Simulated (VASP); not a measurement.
Wanted: the native input for a VASP 6.6.1 run.

| Property | Result |
| --- | --- |
| Task | single point |
| Functional | PBE |
| Potentials or basis | VASP PAW PBE potentials, release 64 (Ta_pv, N) |
| Cutoff | 520 eV |
| k mesh | 18 × 18 × 18 |
| Occupations | gaussian, width 0.15 eV |
| Spin | no spin polarisation |
| Dipole correction | no |
| Further INCAR settings | ALGO = Normal; EDIFF = 1e-06; NBANDS = 15 |

The structure of TaN lies in POSCAR:

```
TaN
1.0
    0.0000000000      2.2879500000      2.1245250000
    2.2879500000      0.0000000000      2.1245250000
    2.2879500000      2.2879500000      0.0000000000
Ta N
1 1
Direct
    0.5000000000      0.5000000000      0.5000000000
    0.0000000000      0.0000000000      0.0000000000
```

This cell differs from its parent crystal: strain +0.050 along x and y, -0.025 along z.

The input as run:

INCAR

```
ALGO = Normal
EDIFF = 1E-6
ENCUT = 520
GGA = PE
ISIF = 2
ISMEAR = 0
LASPH = True
LCHARG = True
LELF = True
LREAL = False
LVHAR = True
LWAVE = False
NBANDS = 15
NELM = 60
PREC = Accurate
SIGMA = 0.15
```

KPOINTS

```
k-points
0
Gamma
  18 18 18
```

Potentials or basis: VASP PAW PBE potentials, release 64 (Ta_pv, N).

Launch:

```console
$ cat potpaw_PBE.64/Ta_pv/POTCAR potpaw_PBE.64/N/POTCAR > POTCAR
$ mpirun -np 1 vasp_std > vasp.out
```

It gave:

```
Pressure               : -4.7 GPa
Band gap on the k mesh : zero (band 8 reaches 10.58 eV, above the bottom of band 9 at 6.82 eV)
```

Caveat: the cell differs from its parent crystal (strain +0.050 along x and y, -0.025 along z); spin-orbit coupling is left out, which moves the levels of the heavy elements.

Wall time 2.3 min on 1 thread of AMD EPYC 7R13 Processor (Zen 3) (shared host), peak memory 0.24 GiB.
